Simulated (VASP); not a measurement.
# Zn4HO4 in VASP: a series of runs

Zn4HO4 is run at these levels: LDA; tasks: single point.

Program: VASP 6.6.1. These are calculated values, not measurements. Logs are shortened: lines on timing, memory, paths and dates and some standing lists are left out, and cuts for length are marked.

**1. The cell of the first run**

The cell holds a slab with vacuum, 9 atoms: a = 3.187 Å, b = 3.187 Å, c = 23.687 Å, α = 90.00°, β = 90.00°, γ = 120.00°.

**2. Single point, LDA, collinear spin**

Contents of INCAR:

```
SYSTEM = Zn4HO4
  PREC = Accurate
  ENCUT = 520
  EDIFF = 1E-6
  ISMEAR = 0
  SIGMA = 0.05
  LREAL = .FALSE.
  LASPH = .TRUE.
  NELM = 200
  ALGO = Normal
  ISIF = 2
  LWAVE = .FALSE.
  LCHARG = .FALSE.
  ISPIN = 2
  MAGMOM = 0 0 0 0 0 0 0 0 1
  LORBIT = 11
  LDIPOL = .TRUE.
  IDIPOL = 3
  DIPOL = 0.5 0.5 0.372
  GGA = CA
  NBANDS = 50
  GGA_COMPAT = .FALSE.
  NELMDL = -8
```

Contents of KPOINTS:

```
Automatic mesh
0
G
  9 9 1
  0 0 0
```

Contents of POSCAR:

```
Zn4HO4
1.0
    3.1873336251      0.0000000000      0.0000000000
   -1.5936668126      2.7603118897      0.0000000000
    0.0000000000      0.0000000000     23.6871766474
O Zn H
4 4 1
Direct
    0.3333333333      0.6666666667      0.1688677405
    0.6666666667      0.3333333333      0.2776361956
    0.3333333333      0.6666666667      0.3900077075
    0.6666666667      0.3333333333      0.4989401734
    0.6666666667      0.3333333333      0.1953153449
    0.3333333333      0.6666666667      0.3040838000
    0.6666666667      0.3333333333      0.4102106352
    0.3333333333      0.6666666667      0.5145052460
    0.3333333333      0.6666666667      0.5852572090
```

Potentials or basis: VASP PAW LDA potentials, release 64 (O, Zn, H).

Started as:

```bash
$ cat potpaw_LDA.64/O/POTCAR potpaw_LDA.64/Zn/POTCAR potpaw_LDA.64/H/POTCAR > POTCAR
$ mpirun -np 1 vasp_std > vasp.out
```

OUTCAR:

```text
SYSTEM = Zn4HO4
   PREC = Accurate
   ENCUT = 520
   EDIFF = 1E-6
   ISMEAR = 0
   LREAL = .FALSE.
   LASPH = .TRUE.
   NELM = 200
   ISIF = 2
   ISPIN = 2
   LORBIT = 11
   GGA = CA
   NELMDL = -8

 ion  position               nearest neighbor table
   1  0.333  0.667  0.169-   5 1.94   5 1.94   5 1.94
   2  0.667  0.333  0.278-   6 1.94   6 1.94   6 1.94   5 1.95
   3  0.333  0.667  0.390-   7 1.90   7 1.90   7 1.90   6 2.04
   4  0.667  0.333  0.499-   8 1.88   8 1.88   8 1.88   7 2.10
   5  0.667  0.333  0.195-   1 1.94   1 1.94   1 1.94   2 1.95
   6  0.333  0.667  0.304-   2 1.94   2 1.94   2 1.94   3 2.04
   7  0.667  0.333  0.410-   3 1.90   3 1.90   3 1.90   4 2.10
   8  0.333  0.667  0.515-   9 1.68   4 1.88   4 1.88   4 1.88
   9  0.333  0.667  0.585-   8 1.68

  LATTYP: Found a hexagonal cell.
 ALAT       =     3.1873336251
 C/A-ratio  =     7.4316590083

  Lattice vectors:

 A1 = (   3.1873336251,   0.0000000000,   0.0000000000)
 A2 = (  -1.5936668126,   2.7603118897,   0.0000000000)
 A3 = (   0.0000000000,   0.0000000000,  23.6871766474)

Analysis of symmetry for initial positions (statically):
=====================================================================
 Subroutine PRICEL returns:
 Original cell was already a primitive cell.

 Routine SETGRP: Setting up the symmetry group for a
 hexagonal supercell.

 Subroutine GETGRP returns: Found  6 space group operations
 (whereof  6 operations were pure point group operations)
 out of a pool of 24 trial point group operations.

The static configuration has the point symmetry C_3v.

Analysis of symmetry for dynamics (positions and initial velocities):
=====================================================================
 Subroutine PRICEL returns:
 Original cell was already a primitive cell.

 Routine SETGRP: Setting up the symmetry group for a
 hexagonal supercell.

 Subroutine GETGRP returns: Found  6 space group operations
 (whereof  6 operations were pure point group operations)
 out of a pool of 24 trial point group operations.

The dynamic configuration has the point symmetry C_3v.

Analysis of structural, dynamic, and magnetic symmetry:
=====================================================================
 Subroutine PRICEL returns:
 Original cell was already a primitive cell.

 Routine SETGRP: Setting up the symmetry group for a
 hexagonal supercell.

 Subroutine GETGRP returns: Found  6 space group operations
 (whereof  6 operations were pure point group operations)
 out of a pool of 24 trial point group operations.

The overall configuration has the point symmetry C_3v.

 Subroutine INISYM returns: Found  6 space group operations
 (whereof  6 operations are pure point group operations),
 and found     1 'primitive' translations

----------------------------------------------------------------------------------------

                                     Primitive cell

  volume of cell :     208.4006

  direct lattice vectors                    reciprocal lattice vectors
     3.187333625  0.000000000  0.000000000     0.313741866  0.181138951  0.000000000
    -1.593666813  2.760311890  0.000000000     0.000000000  0.362277902  0.000000000
     0.000000000  0.000000000 23.687176647     0.000000000  0.000000000  0.042216935

  length of vectors
     3.187333625  3.187333625 23.687176647     0.362277902  0.362277902  0.042216935

  position of ions in fractional coordinates (direct lattice)
     0.333333333  0.666666667  0.168867740
     0.666666667  0.333333333  0.277636196
     0.333333333  0.666666667  0.390007707
     0.666666667  0.333333333  0.498940173
     0.666666667  0.333333333  0.195315345
     0.333333333  0.666666667  0.304083800
     0.666666667  0.333333333  0.410210635
     0.333333333  0.666666667  0.514505246
     0.333333333  0.666666667  0.585257209

  ion indices of the primitive-cell ions
   primitive index   ion index
                 1           1
                 2           2
                 3           3
                 4           4
                 5           5
                 6           6
                 7           7
                 8           8
                 9           9

----------------------------------------------------------------------------------------

 KPOINTS: Automatic mesh

Automatic generation of k-mesh.
 Grid dimensions read from file:
 generate k-points for:    9    9    1

 Generating k-lattice:

  Cartesian coordinates                     Fractional coordinates (reciprocal lattice)
     0.034860207  0.020126550  0.000000000     0.111111111  0.000000000  0.000000000
     0.000000000  0.040253100  0.000000000     0.000000000  0.111111111  0.000000000
     0.000000000  0.000000000  0.042216935     0.000000000  0.000000000  1.000000000

  Length of vectors
     0.040253100  0.040253100  0.042216935

  Shift w.r.t. Gamma in fractional coordinates (k-lattice)
     0.000000000  0.000000000  0.000000000

 Subroutine IBZKPT returns following result:
 ===========================================

 Found     12 irreducible k-points:

 Following reciprocal coordinates:
            Coordinates               Weight
  0.000000  0.000000  0.000000      1.000000
  0.111111  0.000000  0.000000      6.000000
  0.222222 -0.000000  0.000000      6.000000
  0.333333 -0.000000  0.000000      6.000000
  0.444444 -0.000000  0.000000      6.000000
  0.111111  0.111111  0.000000      6.000000
  0.222222  0.111111  0.000000     12.000000
  0.333333  0.111111  0.000000     12.000000
  0.444444  0.111111  0.000000      6.000000
  0.222222  0.222222  0.000000      6.000000
  0.333333  0.222222  0.000000     12.000000
  0.333333  0.333333  0.000000      2.000000
   k-points           NKPTS =     12   k-points in BZ     NKDIM =     12   number of bands    NBANDS=     50
   number of dos      NEDOS =    301   number of ions     NIONS =      9
   total plane-waves  NPLWV = 103680
   dimension x,y,z NGX =    24 NGY =   24 NGZ =  180
   dimension x,y,z NGXF=    48 NGYF=   48 NGZF=  360
   ions per type =               4   4   1
   NGX,Y,Z   is equivalent  to a cutoff of  12.52, 12.52, 12.63 a.u.
   NGXF,Y,Z  is equivalent  to a cutoff of  25.04, 25.04, 25.27 a.u.
 SYSTEM =  Zn4HO4
   PREC   = accura    normal or accurate (medium, high low for compatibility)
   ISTART =      0    job   : 0-new  1-cont  2-samecut
   ICHARG =      2    charge: 1-file 2-atom 10-const
   ISPIN  =      2    spin polarized calculation?
   LNONCOLLINEAR =      F non collinear calculations
   LSORBIT =      F    spin-orbit coupling
   LASPH  =      T    aspherical Exc in radial PAW
   ENCUT  =  520.0 eV  38.22 Ry    6.18 a.u.   5.93  5.93 44.04*2*pi/ulx,y,z
   NELM   =    200;   NELMIN=  2; NELMDL= -8     # of ELM steps
   EDIFF  = 0.1E-05   stopping-criterion for ELM
   LREAL  =      F    real-space projection
   EDIFFG = 0.1E-04   stopping-criterion for IOM
   NSW    =      0    number of steps for IOM
   IBRION =     -1    ionic relax: 0-MD 1-quasi-New 2-CG
   NFREE  =      0    steps in history (QN), initial steepest desc. (CG)
   ISIF   =      2    stress and relaxation
   ISYM   =      2    0-nonsym 1-usesym 2-fastsym
   POTIM  = 0.5000    time-step for ionic-motion
   TEBEG  =    0.0;   TEEND  =   0.0 temperature during run
   PSTRESS=    0.0 pullay stress
   NELECT =      73.0000    total number of electrons
   NUPDOWN=      -1.0000    fix difference up-down
   EMIN   =  10.00;   EMAX   =-10.00  energy-range for DOS
   EFERMI =   0.00;   METHOD = LEGACY
   ISMEAR =     0;   SIGMA  =   0.05  broadening in eV -4-tet -1-fermi 0-gaus
   EFERMI_NEDOS =   21; number of points for ismear=-14 and -15
   IALGO  =     38    algorithm
   IMIX   =      4    mixing-type and parameters
     AMIX     =   0.40;   BMIX     =  1.00
     AMIX_MAG =   1.60;   BMIX_MAG =  1.00
  volume/ion in A,a.u.               =      23.16       156.26
  Fermi-wavevector in a.u.,A,eV,Ry     =   1.154027  2.180796 18.119957  1.331779
  Thomas-Fermi vector in A             =   2.290667
   LORBIT       =     11    0 simple, 1 ext, 2 COOP (PROOUT), +10 PAW based schemes
   GGA     = CA    functional components
   LHFCALC =     F    Hartree Fock is set to
   AEXX    =    0.0000 exact exchange contribution
   IVDW    =     0    specifies the selected vdW correction
   LEPSILON=     F    determine dielectric tensor
   LRPA    =     F    only Hartree local field effects (RPA)
 spin polarized calculation
 Gauss-broadening in eV      SIGMA  =   0.05
  energy-cutoff  :      520.00
  volume of cell :      208.40
 maximum number of plane-waves:      5658
 NGX is ok and might be reduce to    24
   NGX = 11   NGY = 11   NGZ = 89

 dipolmoment           0.000000      0.000000      0.058614 electrons x Angstroem

 number of electron      72.9999968 magnetization       0.6308649

 dipolmoment           0.000000      0.000000     -0.099334 electrons x Angstroem

 Free energy of the ion-electron system (eV)
  ---------------------------------------------------
  ext. energy  EPLUGINS =         0.00000000
  ---------------------------------------------------
  free energy    TOTEN  =       -42.25523788 eV

  energy without entropy =      -42.24952517  energy(sigma->0) =      -42.25238152

 E-fermi :  -3.3418     XC(G=0):  -5.9442

 val. band max:       -3.3701899419   @ k =   0.2222  -0.0000   0.0000
 cond. band min:      -3.3089738239   @ k =   0.1111   0.1111   0.0000
 fundamental gap:      0.0612161180
 Fermi energy:        -3.3418036529

 spin component 1

 k-point     1 :       0.0000    0.0000    0.0000
  band No.  band energies     occupation
      1     -22.5469      1.00000
      2     -22.0879      1.00000
      3     -21.5084      1.00000
      4     -19.7334      1.00000
      5     -10.6797      1.00000
      6     -10.6797      1.00000
[... 40 lines left out ...]
     47       6.4605      0.00000
     48       8.0431      0.00000
[... 559 lines left out ...]
     47       5.7417      0.00000
     48       6.1331      0.00000
 Fermi energy:        -3.3418036529

 spin component 2

 k-point     1 :       0.0000    0.0000    0.0000
  band No.  band energies     occupation
      1     -22.5182      1.00000
      2     -21.9970      1.00000
      3     -21.5071      1.00000
      4     -19.7373      1.00000
      5     -10.6605      1.00000
      6     -10.6605      1.00000
[... 40 lines left out ...]
     47       6.5294      0.00000
     48       8.1414      0.00000
[... 559 lines left out ...]
     47       5.7895      0.00000
     48       6.1716      0.00000
 [bands above 48 left out]

------------------------ aborting loop because EDIFF is reached ----------------------------------------

 vacuum level on the upper side and lower side of the slab       (xc-potential included)        -1.090         0.828

  FORCE on cell =-STRESS in cart. coord.  units (eV):
  Direction    XX          YY          ZZ          XY          YZ          ZX
  --------------------------------------------------------------------------------------
  -------------------------------------------------------------------------------------
  Total        1.1956578      1.1956578     -0.5421174     -0.0000000     -0.0000000      0.0000000
  in kB        9.1921796      9.1921796     -4.1677814     -0.0000000     -0.0000000      0.0000000
  external PRESSURE =       4.7388593 kB  Pullay stress =       0.0000000 kB

 VOLUME and BASIS-vectors are now :
 -----------------------------------------------------------------------------
  energy-cutoff  :      520.00
  volume of cell :      208.40
      direct lattice vectors                 reciprocal lattice vectors
     3.187333625  0.000000000  0.000000000     0.313741866  0.181138951  0.000000000
    -1.593666813  2.760311890  0.000000000     0.000000000  0.362277902  0.000000000
     0.000000000  0.000000000 23.687176647     0.000000000  0.000000000  0.042216935

 POSITION                                       TOTAL-FORCE (eV/Angst)
 -----------------------------------------------------------------------------------
     -0.00000      1.84021      4.00000         0.000000     -0.000000      1.377738
      1.59367      0.92010      6.57642         0.000000     -0.000000      1.095963
     -0.00000      1.84021      9.23818        -0.000000      0.000000     -0.485152
      1.59367      0.92010     11.81848        -0.000000      0.000000     -1.702194
      1.59367      0.92010      4.62647        -0.000000      0.000000     -1.909321
     -0.00000      1.84021      7.20289        -0.000000      0.000000     -0.438179
      1.59367      0.92010      9.71673        -0.000000      0.000000      0.693504
     -0.00000      1.84021     12.18718        -0.000000      0.000000      1.359210
     -0.00000      1.84021     13.86309        -0.000000      0.000000      0.008432
 -----------------------------------------------------------------------------------
    total drift:                                0.000000     -0.000002     -0.001105

  FREE ENERGIE OF THE ION-ELECTRON SYSTEM (eV)
  ---------------------------------------------------
  free  energy   TOTEN  =       -42.2552378766 eV

  energy  without entropy=      -42.2495251677  energy(sigma->0) =      -42.25238152

 vacuum level on the upper side and lower side of the slab         3.124         5.046

 total charge

# of ion       s       p       d       tot
------------------------------------------
    1        1.556   3.341   0.000   4.896
    2        1.542   3.453   0.000   4.995
    3        1.539   3.473   0.000   5.012
    4        1.544   3.471   0.000   5.015
    5        0.493   0.537   9.857  10.888
    6        0.480   0.522   9.908  10.910
    7        0.494   0.556   9.922  10.972
    8        0.546   0.606   9.888  11.040
    9        0.433   0.006   0.000   0.439
--------------------------------------------------
tot          8.626  15.966  39.575  64.168

 magnetization (x)

# of ion       s       p       d       tot
------------------------------------------
    1       -0.000  -0.002   0.000  -0.002
    2        0.000   0.000   0.000   0.000
    3       -0.000   0.002   0.000   0.002
    4        0.000   0.075   0.000   0.075
    5        0.000  -0.000  -0.001  -0.001
    6        0.000   0.000   0.000   0.000
    7       -0.001   0.002   0.004   0.006
    8        0.001   0.053   0.053   0.107
    9        0.192   0.001   0.000   0.192
--------------------------------------------------
tot          0.192   0.131   0.056   0.379
```

It took 16 min on 1 thread of Oxide Virtual Turin-like, shared host; peak memory 0.36 GiB.

What came out:

| Item | Value |
| --- | --- |
| Free energy | -42.2552 eV |
| Largest force | 1.909 eV/Å |
| Net moment | 0.63 μB per cell |
| Site moments | O -0.00, +0.00, +0.07 (each value once); Zn -0.00, +0.00, +0.01, +0.11; H +0.19 μB |
| Valence electrons inside the program's atomic spheres | O 4.90, 5.00, 5.01 (each value once); Zn 10.89, 10.91, 10.97, 11.04; H 0.44 |

Forces on the atoms (eV/Å):
```
O    0.000  0.000  1.378
O    0.000  0.000  1.096
O    0.000  0.000 -0.485
O    0.000  0.000 -1.702
Zn   0.000  0.000 -1.909
Zn   0.000  0.000 -0.438
Zn   0.000  0.000  0.694
Zn   0.000  0.000  1.359
H    0.000  0.000  0.008
```

Caveat: a moment this small can come from the mesh or the smearing.

**3. Single point, LDA, collinear spin**

Contents of INCAR:

```
SYSTEM = Zn4HO4
ALGO = Normal
DIPOL = 0.5 0.5 0.372
EDIFF = 1E-6
ENCUT = 520
GGA_COMPAT = .False.
IDIPOL = 3
ISIF = 2
ISMEAR = 0
ISPIN = 2
LASPH = .True.
LCHARG = .False.
LDIPOL = .True.
LORBIT = 11
LREAL = .False.
LWAVE = .False.
MAGMOM = 0 0 0 0 0 0 0 0 1
NBANDS = 50
NELM = 200
NELMDL = -8
PREC = Accurate
SIGMA = 0.05
```

Contents of KPOINTS:

```
k-points
0
Gamma
  9 9 1
  0 0 0
```

POSCAR: that of step 2 with these lines changed.

```diff
@@ -16,2 +16,2 @@
     0.3333333333      0.6666666667      0.5145052460
-    0.3333333333      0.6666666667      0.5852572090
+    0.6666666667      1.3333333333      0.5897004660
```

Potentials or basis: VASP PAW LDA potentials, release 64 (O, Zn, H).

Started as:

```bash
$ cat potpaw_LDA.64/O/POTCAR potpaw_LDA.64/Zn/POTCAR potpaw_LDA.64/H/POTCAR > POTCAR
$ mpirun -np 1 vasp_std > vasp.out
```

It took 12 min on 1 thread of Oxide Virtual Turin-like, shared host; peak memory 0.36 GiB.

Results (log left out):

| Quantity | Value |
| --- | --- |
| Free energy | -41.6519 eV |
| Largest force | 2.024 eV/Å |
| Net moment | 0.66 μB per cell |
| Site moments | O +0.00, -0.00, +0.06 (each value once); Zn -0.00, +0.00, +0.01 (each value once); H +0.24 μB |
| Valence electrons inside the program's atomic spheres | O 4.90, 4.99, 5.01, 5.02; Zn 10.89, 10.91, 10.97, 10.93; H 0.38 |

Forces in eV/Å, atoms in the order of the input:
```
O    0.000  0.000  1.435
O    0.000  0.000  1.249
O    0.000  0.000 -0.270
O    0.000  0.000 -1.420
Zn   0.000  0.000 -2.024
Zn   0.000  0.000 -0.620
Zn   0.000  0.000  0.372
Zn   0.000  0.000  1.291
H    0.000  0.000 -0.012
```

Levels at points of the mesh, in eV from the Fermi level:
Spin up:
| k point | band 35 | band 36 | band 37 | band 38 | band 39 | band 40 |
| --- | --- | --- | --- | --- | --- | --- |
| (0.00, 0.00, 0.00) | -0.62 | 0.44 | 0.44 | 0.65 | 1.97 | 3.12 |
Spin down:
```csv
k point,band 34,band 35,band 36,band 37,band 38,band 39
"(0.00, 0.00, 0.00)",-1.03,-0.45,0.44,0.44,0.85,2.16
```

Caveat: a moment this small can come from the mesh or the smearing.
